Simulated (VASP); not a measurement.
# ZrO2: single point with PBE+D3(BJ)

ZrO2:

```xyz
3
Lattice="0.0000 2.5691 2.5691 2.5691 0.0000 2.5691 2.5691 2.5691 0.0000" Properties=species:S:1:pos:R:3 pbc="T T T"
Zr    2.5691    2.5691    2.5691
O     3.8536    3.8536    3.8536
O     1.2845    1.2845    1.2845
```

This cell differs from its parent crystal: volume scaled by 1.03.

- Program: VASP 6.6.1
- Task: single point
- Functional: PBE
- Dispersion: D3(BJ)
- Potentials or basis: VASP PAW PBE potentials, release 64 (Zr_sv, O)
- Cutoff: 600 eV
- k mesh: 8 × 8 × 8
- Occupations: gaussian, width 0.02 eV
- Spin: no spin polarisation

```
Pressure                   : -6.8 GPa
Band gap on the k mesh     : 3.28 eV, indirect (least direct gap 3.70 eV)
Dispersion energy per atom : -0.259 eV
```

Levels at points of the mesh, in eV from the valence-band top:
```tsv
k point	band 10	band 11	band 12	band 13	band 14	band 15
(0.00, 0.00, 0.00)	-0.52	-0.52	-0.52	3.28	3.28	6.37
(0.50, 0.00, 0.00)	-2.45	-1.62	-1.62	3.88	3.88	5.83
(0.50, 0.50, 0.00)	-1.47	-1.47	0.00	3.70	4.59	5.58
```

Wall time 14 s on 1 thread of Intel(R) Xeon(R) 6975P-C (Granite Rapids), with other jobs on the host, peak memory 0.18 GiB.

 A k mesh can miss the band edges.
